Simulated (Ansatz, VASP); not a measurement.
## SiW6: VASP beside Ansatz

File INCAR:

```
PREC = Accurate ; ENCUT = 520
EDIFF = 1E-6 ; ISMEAR = 0
SIGMA = 0.1 ; LREAL = F
LASPH = T ; NELM = 100
ALGO = Normal ; ISIF = 2
LWAVE = F ; LCHARG = T
LDIPOL = T ; IDIPOL = 3
DIPOL = 0.5 0.5 0.316 ; GGA = PE
IVDW = 12 ; LELF = T
LVHAR = T ; LVACPOTAV = T
NBANDS = 53
```

File KPOINTS:

```
regular mesh
0
Gamma
  6 6 1
```

The input POSCAR:

```
SiW6
1.0
    4.4682526324      0.0000000000      0.0000000000
   -2.2341263162      3.8696202902      0.0000000000
    0.0000000000      0.0000000000     21.7259061349
W Si
6 1
Direct
    0.6666666667      0.3333333333      0.1841119986
    0.3333333333      0.6666666667      0.2260931360
    0.0000000000      0.0000000000      0.2680742733
    0.6666666667      0.3333333333      0.3070897866
    0.3333333333      0.6666666667      0.3466976876
    0.0000000000      0.0000000000      0.3832248047
    0.0000000000      0.8888888889      0.4982948038
```

Input for Ansatz:

```yaml
crystal:
  lattice:
    - [4.4682526324, 0.0, 0.0]
    - [-2.2341263162, 3.8696202902, 0.0]
    - [0.0, 0.0, 21.7259061349]
  atoms:
    - { symbol: W, position: [0.6666666667, 0.3333333333, 0.1841119986] }
    - { symbol: W, position: [0.3333333333, 0.6666666667, 0.226093136] }
    - { symbol: W, position: [0.0, 0.0, 0.2680742733] }
    - { symbol: W, position: [0.6666666667, 0.3333333333, 0.3070897866] }
    - { symbol: W, position: [0.3333333333, 0.6666666667, 0.3466976876] }
    - { symbol: W, position: [0.0, 0.0, 0.3832248047] }
    - { symbol: Si, position: [0.0, 0.8888888889, 0.4982948038] }
basis:
  ecutwfc: 420
kpoints:
  mp_grid: { grid: [6, 6, 1] }
hamiltonian:
  xc: pbe
  pseudopotentials: { kind: paw, azcp: { folder: soft_1 } }
  dispersion: d3bj
scf:
  occupations: { method: gaussian, width: 0.1 }
output:
  forces: true
  eigenvalues: true
efield:
  axis: 3
  dipole_correction: true
  ramp_width: 0.04
```

Alike in both runs: task single point; functional PBE; dispersion D3(BJ); k mesh 6 × 6 × 1; occupations gaussian, width 0.1 eV; no spin polarisation.

|  | VASP | Ansatz |
| --- | --- | --- |
| version | VASP 6.6.1 | Ansatz 0.2.0 |
| potentials or method | VASP PAW PBE potentials, release 64 (W_sv, Si), cutoff 520 eV | scalar-relativistic, plane waves, PAW |
| valence electrons in the cell | 88 | 88 |

Ansatz gave:

| Property | Result |
| --- | --- |
| gap on the k mesh at the Fermi level (eV) | none |
| rms of the force components (eV/Å) | 0.861 |
| work function, face that differs most (eV) | 3.89 |

Problem. What did VASP give for the same quantities?

Solution. gap on the k mesh at the Fermi level (eV): none; rms of the force components (eV/Å): 0.872; work function, face that differs most (eV): 3.89.

Atom by atom the forces differ by 0.022 eV/Å (rms over components). A gap of «none» marks a metal or a gap that the smearing closes.

Spin-orbit coupling is off throughout.
